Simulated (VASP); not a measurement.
## Al3GaN4: single point with PBEsol

Crystal: Al3GaN4.

```
CELL_PARAMETERS angstrom
5.04341 0.00000 0.00011
0.00000 3.13007 0.00000
-0.00324 0.00000 5.41799
ATOMIC_POSITIONS crystal
Al 0.50023 0.50000 0.16733
Al 0.00092 0.50000 0.83481
Al 0.00109 0.00000 0.33169
Ga 0.50994 0.98306 0.66620
N 0.11117 0.00000 0.66633
N 0.12245 0.50000 0.16716
N 0.62512 0.50000 0.84019
N 0.62319 0.00000 0.32629
```

This cell differs from its parent crystal: all Ga atoms moved +0.075 Å, as atom 4 along Cartesian [1 -1 0].

| Quantity | Value |
| --- | --- |
| Program | VASP 6.6.1 |
| Task | single point |
| Functional | PBEsol |
| Potentials or basis | VASP PAW PBE potentials, release 64 (Al, Ga_d, N) |
| Cutoff | 520 eV |
| k mesh | 6 × 8 × 4 |
| Occupations | gaussian, width 0.05 eV |
| Spin | no spin polarisation |

```
Pressure               : 0.2 GPa
Largest force          : 1.208 eV/Å
Band gap on the k mesh : 3.45 eV, direct
```

Forces on the atoms (eV/Å):
```
Al  -0.094 -0.035  0.024
Al   0.269 -0.037 -0.033
Al   0.167  0.006  0.038
Ga  -0.866  0.833 -0.117
N    0.246 -0.061  0.005
N   -0.002 -0.001 -0.009
N    0.200 -0.668  0.208
N    0.081 -0.037 -0.116
```

Stress tensor (GPa, compression positive):
```
-0.85 -0.61  0.11
-0.61  0.71 -1.05
 0.11 -1.05  0.60
```

Levels at points of the mesh, in eV from the valence-band top:
| k point | band 17 | band 18 | band 19 | band 20 | band 21 | band 22 | band 23 | band 24 | band 25 | band 26 |
| --- | --- | --- | --- | --- | --- | --- | --- | --- | --- | --- |
| (0.00, 0.00, 0.00) | -0.87 | -0.79 | -0.17 | -0.07 | 0.00 | 3.45 | 5.41 | 5.83 | 5.95 | 7.57 |
| (0.50, 0.00, 0.00) | -1.26 | -0.60 | -0.60 | -0.49 | -0.34 | 4.80 | 5.15 | 5.57 | 6.09 | 8.41 |
| (0.00, 0.50, 0.00) | -2.96 | -1.96 | -1.86 | -1.55 | -1.49 | 5.61 | 5.67 | 7.55 | 7.65 | 7.92 |
| (0.50, 0.50, 0.00) | -2.93 | -1.23 | -1.20 | -1.18 | -0.80 | 6.02 | 6.41 | 6.43 | 6.55 | 8.23 |
| (0.00, 0.00, 0.50) | -1.58 | -0.61 | -0.58 | -0.38 | -0.27 | 5.43 | 5.75 | 6.90 | 7.35 | 7.74 |
| (0.50, 0.00, 0.50) | -1.44 | -1.28 | -1.15 | -1.04 | -0.89 | 5.85 | 6.07 | 6.22 | 6.40 | 8.05 |
| (0.00, 0.50, 0.50) | -2.24 | -1.93 | -1.86 | -0.83 | -0.70 | 5.10 | 5.57 | 5.76 | 5.83 | 6.99 |
| (0.50, 0.50, 0.50) | -1.61 | -1.51 | -1.47 | -1.46 | -1.08 | 4.65 | 5.05 | 5.06 | 5.16 | 7.72 |

Run time: 2.3 min on 1 thread of AMD EPYC 9R45 96-Core Processor (Zen 5), on a shared host, peak memory 0.31 GiB.

Caveat: the cell differs from its parent crystal (all Ga atoms moved +0.075 Å, as atom 4 along Cartesian [1 -1 0]); the PAW data sets were made with another functional, which shifts forces and pressure a little. A k mesh can miss the band edges.
